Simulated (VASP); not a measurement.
**HfO2: relaxation of the atoms with LDA**

HfO2:

```
Hf O
1.0
    -0.01250    2.49429    2.49429
     2.49429   -0.01250    2.49429
     2.49429    2.49429   -0.01250
Hf O
1 2
Direct
  0.00000 0.00000 0.00000
  0.25000 0.25000 0.25000
  0.75000 0.75000 0.75000
```

This cell differs from its parent crystal: equal xy, yz and zx engineering shears of -0.5 %.

```
Program                : VASP 6.6.1
Task                   : relaxation of the atoms
Functional             : LDA
Potentials or basis    : VASP PAW LDA potentials, release 64 (Hf_pv, O)
Cutoff                 : 520 eV
k mesh                 : 8 × 8 × 8
Occupations            : gaussian, width 0.01 eV
Spin                   : no spin polarisation
Dipole correction      : no
Further INCAR settings : ALGO = Normal; EDIFF = 1e-06; IBRION = 2; EDIFFG = -0.002; NSW = 50
```

The energy gained by relaxing is 0.1 meV/atom and the ionic steps are 3. The pressure after relaxing is -3.2 GPa and the band gap on the k mesh is 3.70 eV, direct.

Stress tensor (GPa, compression positive):
```
-3.21  0.38  0.38
 0.38 -3.21  0.38
 0.38  0.38 -3.21
```

Step by step:
```csv
step,energy change (eV),largest force (eV/Å),pressure (GPa)
1,0.0000,0.0733,-3.19
2,-0.0003,0.0020,-3.21
3,-0.0003,0.0008,-3.21
```

Final structure:
```xyz
3
Lattice="-0.0125 2.4943 2.4943 2.4943 -0.0125 2.4943 2.4943 2.4943 -0.0125" Properties=species:S:1:pos:R:3 pbc="T T T"
Hf    0.0000    0.0000    0.0000
O     1.2460    1.2460    1.2460
O     3.7301    3.7301    3.7301
```

Levels at points of the mesh, in eV from the valence-band top:
```tsv
k point	band 7	band 8	band 9	band 10	band 11	band 12	band 13	band 14	band 15
(0.00, 0.00, 0.00)	-5.68	-5.65	-0.64	-0.63	-0.63	3.78	3.78	6.02	10.87
(0.50, 0.00, 0.00)	-4.59	-3.12	-2.85	-1.91	-1.86	4.54	4.60	7.30	8.93
(0.50, 0.50, 0.00)	-3.59	-3.55	-1.65	-1.60	0.00	3.70	5.54	6.97	8.41
(0.50, 0.50, 0.50)	-4.60	-3.14	-2.85	-1.88	-1.88	4.59	4.59	7.42	8.94
```

Run time: 25 s on 1 thread of Intel(R) Xeon(R) 6975P-C (Granite Rapids) (shared host), peak memory 0.16 GiB.

Caveat: the cell differs from its parent crystal (equal xy, yz and zx engineering shears of -0.5 %); spin-orbit coupling is left out, which moves the levels of the heavy elements. A k mesh can miss the band edges.
